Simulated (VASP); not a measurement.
**SnGe5: relaxation of cell and atoms with PBE**

The system is SnGe5.

```xyz
6
Lattice="0.0000 3.9998 3.9998 3.9998 0.0000 3.9998 3.9998 3.9998 0.0000" Properties=species:S:1:pos:R:3 pbc="T T T"
Sn    0.0000    0.0000    0.0000
Ge    1.9999    1.9999    1.9999
Ge    4.9950    4.9950    4.9950
Ge    4.9950    3.0045    3.0045
Ge    3.0045    4.9950    3.0045
Ge    3.0045    3.0045    4.9950
```

The cell was generated, and may not be a known phase.

```json
{
 "Program": "VASP 6.6.1",
 "Task": "relaxation of cell and atoms",
 "Functional": "PBE",
 "Potentials or basis": "VASP PAW PBE potentials, release 64 (Sn_d, Ge_d)",
 "Cutoff": "600 eV",
 "k mesh": "8 × 8 × 8",
 "Occupations": "gaussian, width 0.1 eV",
 "Spin": "no spin polarisation",
 "Dipole correction": "no",
 "Further INCAR settings": "ALGO = Normal; EDIFF = 1e-07; IBRION = 2; EDIFFG = -0.01; NSW = 100; ISIF = 3"
}
```

| Property | Result |
| --- | --- |
| Relaxed volume | 21.27 Å³/atom |
| Relaxed cell | a = 5.652 Å, b = 5.652 Å, c = 5.652 Å, α = 60.00°, β = 60.00°, γ = 60.00° |
| Space group after relaxing (to 0.1 Å) | F-43m (No. 216) |
| Energy gained by relaxing | 0.0 meV/atom |
| Ionic steps | 4 |
| Pressure after relaxing | 0.1 GPa |
| Largest force after relaxing | 0.010 eV/Å |
| Band gap on the k mesh | zero (bands 42 and 43 overlap by 1.68 eV) |

Forces on the atoms (eV/Å):
```
Sn   0.000  0.000  0.000
Ge   0.000  0.000  0.000
Ge   0.006  0.006  0.006
Ge   0.006 -0.006 -0.006
Ge  -0.006  0.006 -0.006
Ge  -0.006 -0.006  0.006
```

Step by step:
```tsv
step	energy change (eV)	largest force (eV/Å)	pressure (GPa)	volume (Å³)
1	0.0000	0.0244	-0.09	127.98
2	-0.0002	0.0147	0.02	127.76
3	-0.0002	0.0130	0.02	127.72
4	-0.0002	0.0097	0.06	127.65
```

Final structure:
```
Sn Ge
1.0
     0.00000    3.99630    3.99630
     3.99630    0.00000    3.99630
     3.99630    3.99630    0.00000
Sn Ge
1 5
Direct
  0.00000 0.00000 0.00000
  0.25000 0.25000 0.25000
  0.62454 0.62454 0.62454
  0.12637 0.62454 0.62454
  0.62454 0.12637 0.62454
  0.62454 0.62454 0.12637
```

Levels at points of the mesh, in eV from the Fermi level:
```tsv
k point	band 39	band 40	band 41	band 42	band 43	band 44	band 45	band 46
(0.00, 0.00, 0.00)	-4.07	-4.07	-1.63	-1.63	-1.33	-1.33	-1.33	4.36
(0.50, 0.00, 0.00)	-2.90	-0.63	-0.63	-0.53	-0.03	-0.03	2.16	2.26
(0.50, 0.50, 0.00)	-1.33	-1.30	0.35	0.35	0.66	0.66	1.19	1.32
```

Wall time 7.2 min on 1 thread of AMD EPYC 9R45 (Zen 5), with other jobs on the host, peak memory 0.41 GiB.

Caveat: spin-orbit coupling is left out, which moves the levels of the heavy elements.
